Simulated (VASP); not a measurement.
# BiN (Fm-3m) in VASP: notebook

Runs on BiN. Level: PBE. Tasks: single point, relaxation of cell and atoms.

Everything below comes from runs of VASP 6.6.1. Logs are shortened: lines on timing, memory, paths and dates and some standing lists are left out, and cuts for length are marked.

## Step 1: The cell of the first run

It takes space group Fm-3m (No. 225, cubic). Conventional cell: a = 5.148 Å, b = 5.148 Å, c = 5.148 Å, α = 90.00°, β = 90.00°, γ = 90.00°. N (site symmetry m-3m) has 6 Bi at 2.57 Å within 3.4 Å. Bi (site symmetry m-3m) has 6 N at 2.57 Å within 3.4 Å.

## Step 2: Single point, PBE

Input file INCAR:

```
SYSTEM = BiN
PREC     = Accurate       ! precision mode
ENCUT    = 600            ! plane-wave cutoff, eV
EDIFF    = 1E-6           ! SCF threshold, eV
ISMEAR   = 1              ! smearing method
SIGMA    = 0.0248         ! smearing width, eV
LREAL    = .FALSE.        ! projectors in reciprocal space
LASPH    = .TRUE.         ! aspherical terms in the spheres
NELM     = 120            ! most SCF steps
ALGO     = Normal         ! electronic algorithm
ISIF     = 2              ! what is computed and relaxed
LWAVE    = .FALSE.        ! write WAVECAR
LCHARG   = .TRUE.         ! write CHGCAR
GGA      = PE             ! functional
LELF     = .TRUE.         ! ELF
LVHAR    = .TRUE.       
NBANDS   = 17             ! bands
GGA_COMPAT= .FALSE.
```

Input file KPOINTS:

```
regular mesh
0
G
  8 8 8
  0 0 0
```

Input file POSCAR:

```
BiN
1.0
    0.0000000000      2.5738778918      2.5738778918
    2.5738778918      0.0000000000      2.5738778918
    2.5738778918      2.5738778918      0.0000000000
N Bi
1 1
Direct
    0.0000000000      0.0000000000      0.0000000000
    0.5000000000      0.5000000000      0.5000000000
```

Potentials or basis: VASP PAW PBE potentials, release 64 (N, Bi_d).

Started as:

```
$ cat potpaw_PBE.64/N/POTCAR potpaw_PBE.64/Bi_d/POTCAR > POTCAR
$ mpirun -np 1 vasp_std > vasp.out
```

OUTCAR:

```text
SYSTEM = BiN
   PREC = Accurate
   ENCUT = 600
   EDIFF = 1E-6
   ISMEAR = 1
   LREAL = .FALSE.
   LASPH = .TRUE.
   NELM = 120
   ISIF = 2
   GGA = PE

 ion  position               nearest neighbor table
   1  0.000  0.000  0.000-   2 2.57   2 2.57   2 2.57   2 2.57   2 2.57   2 2.57
   2  0.500  0.500  0.500-   1 2.57   1 2.57   1 2.57   1 2.57   1 2.57   1 2.57

  LATTYP: Found a face centered cubic cell.
 ALAT       =     5.1477557836

  Lattice vectors:

 A1 = (   0.0000000000,   2.5738778918,   2.5738778918)
 A2 = (   2.5738778918,   0.0000000000,   2.5738778918)
 A3 = (   2.5738778918,   2.5738778918,   0.0000000000)

Analysis of symmetry for initial positions (statically):
=====================================================================
 Subroutine PRICEL returns:
 Original cell was already a primitive cell.

 Routine SETGRP: Setting up the symmetry group for a
 face centered cubic supercell.

 Subroutine GETGRP returns: Found 48 space group operations
 (whereof 48 operations were pure point group operations)
 out of a pool of 48 trial point group operations.

The static configuration has the point symmetry O_h .

Analysis of symmetry for dynamics (positions and initial velocities):
=====================================================================
 Subroutine PRICEL returns:
 Original cell was already a primitive cell.

 Routine SETGRP: Setting up the symmetry group for a
 face centered cubic supercell.

 Subroutine GETGRP returns: Found 48 space group operations
 (whereof 48 operations were pure point group operations)
 out of a pool of 48 trial point group operations.

The dynamic configuration has the point symmetry O_h .

 Subroutine INISYM returns: Found 48 space group operations
 (whereof 48 operations are pure point group operations),
 and found     1 'primitive' translations

----------------------------------------------------------------------------------------

                                     Primitive cell

  volume of cell :      34.1031

  direct lattice vectors                    reciprocal lattice vectors
     0.000000000  2.573877892  2.573877892    -0.194259410  0.194259410  0.194259410
     2.573877892  0.000000000  2.573877892     0.194259410 -0.194259410  0.194259410
     2.573877892  2.573877892  0.000000000     0.194259410  0.194259410 -0.194259410

  length of vectors
     3.640013022  3.640013022  3.640013022     0.336467168  0.336467168  0.336467168

  position of ions in fractional coordinates (direct lattice)
     0.000000000  0.000000000  0.000000000
     0.500000000  0.500000000  0.500000000

  ion indices of the primitive-cell ions
   primitive index   ion index
                 1           1
                 2           2

----------------------------------------------------------------------------------------

 KPOINTS: regular mesh

Automatic generation of k-mesh.
 Grid dimensions read from file:
 generate k-points for:    8    8    8

 Generating k-lattice:

  Cartesian coordinates                     Fractional coordinates (reciprocal lattice)
    -0.024282426  0.024282426  0.024282426     0.125000000  0.000000000  0.000000000
     0.024282426 -0.024282426  0.024282426     0.000000000  0.125000000  0.000000000
     0.024282426  0.024282426 -0.024282426     0.000000000  0.000000000  0.125000000

  Length of vectors
     0.042058396  0.042058396  0.042058396

  Shift w.r.t. Gamma in fractional coordinates (k-lattice)
     0.000000000  0.000000000  0.000000000

 Subroutine IBZKPT returns following result:
 ===========================================

 Found     29 irreducible k-points:

 Following reciprocal coordinates:
            Coordinates               Weight
  0.000000  0.000000  0.000000      1.000000
  0.125000  0.000000  0.000000      8.000000
  0.250000  0.000000  0.000000      8.000000
  0.375000  0.000000  0.000000      8.000000
  0.500000  0.000000  0.000000      4.000000
  0.125000  0.125000  0.000000      6.000000
[... 16 lines left out ...]
  0.500000  0.250000  0.125000     48.000000
 -0.375000  0.250000  0.125000     24.000000
 [... further k-points ...]
   k-points           NKPTS =     29   k-points in BZ     NKDIM =     29   number of bands    NBANDS=     17
   number of dos      NEDOS =    301   number of ions     NIONS =      2
   total plane-waves  NPLWV =  27000
   dimension x,y,z NGX =    30 NGY =   30 NGZ =   30
   dimension x,y,z NGXF=    60 NGYF=   60 NGZF=   60
   ions per type =               1   1
   NGX,Y,Z   is equivalent  to a cutoff of  13.70, 13.70, 13.70 a.u.
   NGXF,Y,Z  is equivalent  to a cutoff of  27.40, 27.40, 27.40 a.u.
 SYSTEM =  BiN
   PREC   = accura    normal or accurate (medium, high low for compatibility)
   ISTART =      0    job   : 0-new  1-cont  2-samecut
   ICHARG =      2    charge: 1-file 2-atom 10-const
   ISPIN  =      1    spin polarized calculation?
   LNONCOLLINEAR =      F non collinear calculations
   LSORBIT =      F    spin-orbit coupling
   LASPH  =      T    aspherical Exc in radial PAW
   ENCUT  =  600.0 eV  44.10 Ry    6.64 a.u.   7.27  7.27  7.27*2*pi/ulx,y,z
   NELM   =    120;   NELMIN=  2; NELMDL= -5     # of ELM steps
   EDIFF  = 0.1E-05   stopping-criterion for ELM
   LREAL  =      F    real-space projection
   EDIFFG = 0.1E-04   stopping-criterion for IOM
   NSW    =      0    number of steps for IOM
   IBRION =     -1    ionic relax: 0-MD 1-quasi-New 2-CG
   NFREE  =      0    steps in history (QN), initial steepest desc. (CG)
   ISIF   =      2    stress and relaxation
   ISYM   =      2    0-nonsym 1-usesym 2-fastsym
   POTIM  = 0.5000    time-step for ionic-motion
   TEBEG  =    0.0;   TEEND  =   0.0 temperature during run
   PSTRESS=    0.0 pullay stress
   NELECT =      20.0000    total number of electrons
   NUPDOWN=      -1.0000    fix difference up-down
   EMIN   =  10.00;   EMAX   =-10.00  energy-range for DOS
   EFERMI =   0.00;   METHOD = LEGACY
   ISMEAR =     1;   SIGMA  =   0.02  broadening in eV -4-tet -1-fermi 0-gaus
   EFERMI_NEDOS =   21; number of points for ismear=-14 and -15
   IALGO  =     38    algorithm
   IMIX   =      4    mixing-type and parameters
     AMIX     =   0.40;   BMIX     =  1.00
     AMIX_MAG =   1.60;   BMIX_MAG =  1.00
  volume/ion in A,a.u.               =      17.05       115.07
  Fermi-wavevector in a.u.,A,eV,Ry     =   1.370314  2.589519 25.548497  1.877762
  Thomas-Fermi vector in A             =   2.496112
   LORBIT       =      0    0 simple, 1 ext, 2 COOP (PROOUT), +10 PAW based schemes
   GGA     = PE    functional components
   LHFCALC =     F    Hartree Fock is set to
   AEXX    =    0.0000 exact exchange contribution
   IVDW    =     0    specifies the selected vdW correction
   LEPSILON=     F    determine dielectric tensor
   LRPA    =     F    only Hartree local field effects (RPA)
 non-spin polarized calculation
 Methfessel and Paxton  Order N= 1 SIGMA  =   0.02
  energy-cutoff  :      600.00
  volume of cell :       34.10
 maximum number of plane-waves:      1158
 NGX is ok and might be reduce to    30
   NGX = 15   NGY = 15   NGZ = 15

 number of electron      20.0000000 magnetization

 Free energy of the ion-electron system (eV)
  ---------------------------------------------------
  ext. energy  EPLUGINS =         0.00000000
  ---------------------------------------------------
  free energy    TOTEN  =       -10.70205198 eV

  energy without entropy =      -10.70205198  energy(sigma->0) =      -10.70205198

 E-fermi :   8.5715     XC(G=0): -11.2162

 val. band max:        8.4547168718   @ k =  -0.3750   0.1250   0.0000
 cond. band min:       8.9728772457   @ k =  -0.3750   0.1250   0.0000
 fundamental gap:      0.5181603739
 Fermi energy:         8.5715190224

 k-point     1 :       0.0000    0.0000    0.0000
  band No.  band energies     occupation
      1     -14.3929      2.00000
      2     -14.3929      2.00000
      3     -14.3929      2.00000
      4     -14.3075      2.00000
      5     -14.3075      2.00000
      6      -7.6019      2.00000
[... 9 lines left out ...]
     16      18.1688      0.00000
     17      18.1688      0.00000

 k-point     2 :       0.1250    0.0000    0.0000
  band No.  band energies     occupation
      1     -14.3915      2.00000
      2     -14.3846      2.00000
      3     -14.3846      2.00000
      4     -14.3094      2.00000
      5     -14.3094      2.00000
      6      -7.3784      2.00000
[... 9 lines left out ...]
     16      18.6641      0.00000
     17      20.5112      0.00000

 k-point     3 :       0.2500    0.0000    0.0000
  band No.  band energies     occupation
      1     -14.3889      2.00000
      2     -14.3745      2.00000
      3     -14.3745      2.00000
      4     -14.3039      2.00000
      5     -14.3039      2.00000
      6      -6.7289      2.00000
[... 9 lines left out ...]
     16      19.7789      0.00000
     17      22.5327      0.00000

 k-point     4 :       0.3750    0.0000    0.0000
  band No.  band energies     occupation
      1     -14.3872      2.00000
      2     -14.3785      2.00000
      3     -14.3785      2.00000
      4     -14.2839      2.00000
      5     -14.2839      2.00000
      6      -5.7625      2.00000
[... 9 lines left out ...]
     16      21.3222      0.00000
     17      22.6377      0.00000
[... 343 lines left out ...]
      1     -14.4013      2.00000
      2     -14.3703      2.00000
      3     -14.3401      2.00000
      4     -14.3348      2.00000
      5     -14.2824      2.00000
      6      -6.1741      2.00000
[... 9 lines left out ...]
     16      21.2660      0.00000
     17      23.5516      0.00000

 k-point    23 :       0.5000    0.2500    0.1250
  band No.  band energies     occupation
      1     -14.3931      2.00000
      2     -14.3792      2.00000
      3     -14.3398      2.00000
      4     -14.3157      2.00000
      5     -14.2797      2.00000
      6      -5.2939      2.00000
[... 9 lines left out ...]
     16      22.0703      0.00000
     17      23.6171      0.00000

 k-point    24 :      -0.3750    0.2500    0.1250
  band No.  band energies     occupation
      1     -14.3962      2.00000
      2     -14.3744      2.00000
      3     -14.3324      2.00000
      4     -14.3174      2.00000
      5     -14.2781      2.00000
      6      -4.7238      2.00000
[... 9 lines left out ...]
     16      22.4122      0.00000
     17      23.9752      0.00000

 [... further k-points ...]
[... 5 lines left out ...]
  --------------------------------------------------------------------------------------
  -------------------------------------------------------------------------------------
  Total       -0.0068771     -0.0068771     -0.0068771      0.0000000     -0.0000000     -0.0000000
  in kB       -0.3230867     -0.3230867     -0.3230867      0.0000000     -0.0000000     -0.0000000
  external PRESSURE =      -0.3230867 kB  Pullay stress =       0.0000000 kB

 VOLUME and BASIS-vectors are now :
 -----------------------------------------------------------------------------
  energy-cutoff  :      600.00
  volume of cell :       34.10
      direct lattice vectors                 reciprocal lattice vectors
     0.000000000  2.573877892  2.573877892    -0.194259410  0.194259410  0.194259410
     2.573877892  0.000000000  2.573877892     0.194259410 -0.194259410  0.194259410
     2.573877892  2.573877892  0.000000000     0.194259410  0.194259410 -0.194259410

 POSITION                                       TOTAL-FORCE (eV/Angst)
 -----------------------------------------------------------------------------------
      0.00000      0.00000      0.00000        -0.000000     -0.000000     -0.000000
      2.57388      2.57388      2.57388         0.000000      0.000000      0.000000
 -----------------------------------------------------------------------------------
    total drift:                                0.000000     -0.000000      0.000000

  FREE ENERGIE OF THE ION-ELECTRON SYSTEM (eV)
  ---------------------------------------------------
  free  energy   TOTEN  =       -10.7020519839 eV

  energy  without entropy=      -10.7020519839  energy(sigma->0) =      -10.70205198
```

Wall time 32 s (1 thread of Intel Xeon 8259CL, shared host); peak memory 0.18 GiB.

Results:

| Property | Result |
| --- | --- |
| Free energy | -10.7021 eV |
| Pressure | 0.0 GPa |
| Band gap on the k mesh | 0.52 eV |

Caveat: spin-orbit coupling is left out, which moves the levels of the heavy elements. A k mesh can miss the band edges.

## Step 3: Relaxation of cell and atoms, PBE

This run uses another cell than the first one, of 21.11 Å³/atom.

Input file INCAR:

```
ALGO = Normal ; EDIFF = 1E-7
EDIFFG = -0.03 ; ENCUT = 600
GGA = PE ; GGA_COMPAT = False
IBRION = 2 ; ISIF = 3
ISMEAR = 1 ; LASPH = True
LCHARG = False ; LREAL = False
LWAVE = False ; NELM = 120
NELMIN = 4 ; NSW = 60
PREC = Accurate ; SIGMA = 0.0248
```

Input file KPOINTS:

```
k-points
0
Gamma
  8 8 8
```

Input file POSCAR:

```
BiN
1.0
    0.0000000000      2.7638290000      2.7638290000
    2.7638290000      0.0000000000      2.7638290000
    2.7638290000      2.7638290000      0.0000000000
N Bi
1 1
Direct
    0.0000000000      0.0000000000      0.0000000000
    0.5000000000      0.5000000000      0.5000000000
```

Potentials or basis: VASP PAW PBE potentials, release 64 (N, Bi_d).

Started as:

```
$ cat potpaw_PBE.64/N/POTCAR potpaw_PBE.64/Bi_d/POTCAR > POTCAR
$ mpirun -np 1 vasp_std > vasp.out
```

OUTCAR:

```text
EDIFF = 1E-7
   EDIFFG = -0.03
   ENCUT = 600
   GGA = PE
   IBRION = 2
   ISIF = 3
   ISMEAR = 1
   LASPH = True
   LREAL = False
   NELM = 120
   NELMIN = 4
   NSW = 60
   PREC = Accurate

 ion  position               nearest neighbor table
   1  0.000  0.000  0.000-   2 2.76   2 2.76   2 2.76   2 2.76   2 2.76   2 2.76
   2  0.500  0.500  0.500-   1 2.76   1 2.76   1 2.76   1 2.76   1 2.76   1 2.76

  LATTYP: Found a face centered cubic cell.
 ALAT       =     5.5276580000

  Lattice vectors:

 A1 = (   0.0000000000,   2.7638290000,   2.7638290000)
 A2 = (   2.7638290000,   0.0000000000,   2.7638290000)
 A3 = (   2.7638290000,   2.7638290000,   0.0000000000)

Analysis of symmetry for initial positions (statically):
=====================================================================
 Subroutine PRICEL returns:
 Original cell was already a primitive cell.

 Routine SETGRP: Setting up the symmetry group for a
[... 227 lines left out ...]
     12      17.4908      0.00000
     13      17.4908      0.00000
     14      19.1605      0.00000
[... 426 lines left out ...]
--------------------------------------- Ionic step        3  -------------------------------------------

 number of electron      20.0000003 magnetization

 Free energy of the ion-electron system (eV)
  ---------------------------------------------------
  ext. energy  EPLUGINS =         0.00000000
  ---------------------------------------------------
  free energy    TOTEN  =       -10.70909034 eV

  energy without entropy =      -10.70915774  energy(sigma->0) =      -10.70911281

 E-fermi :   8.4502     XC(G=0): -11.2079

 val. band max:        8.4293508701   @ k =  -0.3750   0.1250   0.0000
 cond. band min:       8.9491300344   @ k =  -0.3750   0.1250   0.0000
 fundamental gap:      0.5197791643
 Fermi energy:         8.4502295491

 k-point     1 :       0.0000    0.0000    0.0000
  band No.  band energies     occupation
      1     -14.4155      2.00000
      2     -14.4155      2.00000
      3     -14.4155      2.00000
      4     -14.3304      2.00000
      5     -14.3304      2.00000
      6      -7.6091      2.00000
      7       1.3216      2.00000
      8       6.5409      2.00000
      9       6.5409      2.00000
     10       6.5409      2.00000
     11      14.8432      0.00000
     12      14.8432      0.00000
     13      14.8432      0.00000
     14      17.7038      0.00000
[... 420 lines left out ...]
  FREE ENERGIE OF THE ION-ELECTRON SYSTEM (eV)
  ---------------------------------------------------
  free  energy   TOTEN  =       -10.7090903409 eV

  energy  without entropy=      -10.7091577415  energy(sigma->0) =      -10.70911281

 reached required accuracy - stopping structural energy minimisation
```

OSZICAR:

```text
N       E                     dE             d eps       ncg     rms          rms(c)
DAV:   1     0.159860835441E+03    0.15986E+03   -0.11863E+04   812   0.187E+03
DAV:   2     0.269327348654E+01   -0.15717E+03   -0.15374E+03   878   0.416E+02
DAV:   3    -0.120514014340E+02   -0.14745E+02   -0.14408E+02  1006   0.119E+02
DAV:   4    -0.124414738286E+02   -0.39007E+00   -0.38975E+00   910   0.214E+01
[... 32 lines left out ...]
DAV:   6    -0.107092794959E+02    0.23000E-03   -0.16785E-03  1122   0.702E-01    0.636E-02
DAV:   7    -0.107090901756E+02    0.18932E-03   -0.49251E-04   824   0.287E-01    0.230E-02
DAV:   8    -0.107090904104E+02   -0.23473E-06   -0.26768E-05   926   0.441E-02    0.127E-02
DAV:   9    -0.107090903657E+02    0.44700E-07   -0.37724E-06   898   0.197E-02    0.154E-03
DAV:  10    -0.107090903409E+02    0.24796E-07   -0.13598E-07   522   0.558E-03
   3 F= -.10709090E+02 E0= -.10709113E+02  d E =-.505028E+00
```

Wall time 72 s (1 thread of Intel Xeon 8259CL, shared host); peak memory 0.19 GiB.

What came out:

```yaml
Free_energy: -10.7091 eV
Relaxed_volume: 17.08 Å³/atom
Relaxed_cell: a = 3.642 Å, b = 3.642 Å, c = 3.642 Å, α = 60.00°, β = 60.00°, γ = 60.00°
Space_group_after_relaxing_to_0.1_Å: Fm-3m (No. 225)
Energy_gained_by_relaxing: 252.5 meV/atom
Ionic_steps: 3
Pressure_after_relaxing: -0.2 GPa
Band_gap_on_the_k_mesh: 0.52 eV
```

Step by step:
| step | energy change (eV) | largest force (eV/Å) | pressure (GPa) | volume (Å³) |
| --- | --- | --- | --- | --- |
| 1 | 0.0000 | 0.0000 | -16.24 | 42.22 |
| 2 | -0.3189 | 0.0000 | 18.12 | 30.45 |
| 3 | -0.5050 | 0.0000 | -0.24 | 34.16 |

Final structure:
```
CELL_PARAMETERS angstrom
0.00000 2.57530 2.57530
2.57530 0.00000 2.57530
2.57530 2.57530 0.00000
ATOMIC_POSITIONS crystal
N 0.00000 0.00000 0.00000
Bi 0.50000 0.50000 0.50000
```

Caveat: the volume moved by over 15 % at a fixed basis, so the end points are rough; spin-orbit coupling is left out, which moves the levels of the heavy elements. A k mesh can miss the band edges.
